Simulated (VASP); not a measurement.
## AlAs: single point with PBEsol

AlAs:

```
CELL_PARAMETERS angstrom
0.00000 2.88591 2.88591
2.88591 0.00000 2.88591
2.88591 2.88591 0.00000
ATOMIC_POSITIONS crystal
As 0.75000 0.75000 0.75000
Al 0.00000 0.00000 0.00000
```

```
Program                : VASP 6.6.1
Task                   : single point
Functional             : PBEsol
Potentials or basis    : VASP PAW PBE potentials, release 64 (As, Al)
Cutoff                 : 500 eV
k mesh                 : 12 × 12 × 12
Occupations            : gaussian, width 0.02 eV
Spin                   : no spin polarisation
Dipole correction      : no
Further INCAR settings : ALGO = Normal; EDIFF = 1e-06; NBANDS = 11
```

The pressure is -3.1 GPa and the band gap on the k mesh is 1.42 eV, indirect (least direct gap 1.53 eV).

Levels at points of the mesh, in eV from the valence-band top:
| k point | band 2 | band 3 | band 4 | band 5 | band 6 | band 7 |
| --- | --- | --- | --- | --- | --- | --- |
| (0.00, 0.00, 0.00) | 0.00 | 0.00 | 0.00 | 1.53 | 4.17 | 4.17 |
| (0.50, 0.00, 0.00) | -5.35 | -0.78 | -0.78 | 1.87 | 4.59 | 4.59 |
| (0.50, 0.50, 0.00) | -5.24 | -2.06 | -2.06 | 1.42 | 2.21 | 9.84 |

Wall time 32 s on 1 thread of Intel(R) Xeon(R) Platinum 8488C (Sapphire Rapids) (shared host), peak memory 0.19 GiB.

Caveat: the PAW data sets were made with another functional, which shifts forces and pressure a little. A k mesh can miss the band edges.
